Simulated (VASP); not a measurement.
The system is Mg.

```
CELL_PARAMETERS angstrom
3.60000 0.00000 0.00000
0.00000 3.60000 0.00000
0.00000 0.00000 3.60000
ATOMIC_POSITIONS crystal
Mg 0.00000 0.00000 0.00000
Mg 0.50000 0.50000 0.50000
```

| Property | Result |
| --- | --- |
| Program | VASP 6.6.1 |
| Task | relaxation of cell and atoms |
| Functional | LDA |
| Potentials or basis | VASP PAW LDA potentials, release 64 (Mg) |
| Cutoff | 600 eV |
| k mesh | 12 × 12 × 12 |
| Occupations | methfessel-paxton, width 0.05 eV |
| Spin | no spin polarisation |

At the start: pressure -2.9 GPa; volume 23.33 Å³/atom.

Q: How do energy, volume and symmetry change on relaxing?

A: Over 3 steps the energy falls by 19.1 meV/atom and the volume is 21.39 Å³/atom (-8.3 %); space group Im-3m (No. 229, to 0.05 Å).

The path:
| step | energy change (eV) | largest force (eV/Å) | pressure (GPa) | volume (Å³) |
| --- | --- | --- | --- | --- |
| 1 | 0.0000 | 0.0000 | -2.90 | 46.66 |
| 2 | -0.0346 | 0.0000 | -0.98 | 43.87 |
| 3 | -0.0381 | 0.0000 | -0.04 | 42.78 |

Final structure:
```
Mg
1.0
     3.49752    0.00000    0.00000
     0.00000    3.49752    0.00000
     0.00000    0.00000    3.49752
Mg
2
Direct
  0.00000 0.00000 0.00000
  0.50000 0.50000 0.50000
```
